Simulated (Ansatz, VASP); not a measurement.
As in VASP and in Ansatz

```
As
1.0
     1.88080    1.08588    3.51406
    -1.88080    1.08588    3.51406
     0.00000   -2.17176    3.51406
As
2
Direct
  0.22600 0.22600 0.22600
  0.77400 0.77400 0.77400
```

Alike in both runs: task single point; functional PBE; k mesh 9 × 9 × 9; occupations gaussian, width 0.012 eV; no spin polarisation.

|  | VASP | Ansatz |
| --- | --- | --- |
| version | VASP 6.6.1 | Ansatz 0.2.0 |
| potentials or method | VASP PAW PBE potentials, release 64 (As) | Ansatz PAW |
| plane-wave cutoff (eV) | 520 | 420 |
| valence electrons in the cell | 10 | 30 |

VASP gave:

```
gap on the k mesh at the Fermi level (eV)                     : none
pressure (GPa)                                                : 4.1
traceless stress, the component that is largest in VASP (GPa) : -0.40
rms of the force components (eV/Å)                            : 0.284
```

Q: Estimate Ansatz's values.

A: gap on the k mesh at the Fermi level (eV): none; pressure (GPa): 3.7; traceless stress, the component that is largest in VASP (GPa): -0.30; rms of the force components (eV/Å): 0.249.

Atom by atom the forces differ by 0.035 eV/Å (rms over components). A gap of «none» marks a metal or a gap that the smearing closes. The functional is the same, so the differences come from potentials, cutoffs and numerics. VASP's potentials hold 10 valence electrons a cell and Ansatz's 30, so a difference there can come from the potentials and not from the codes.
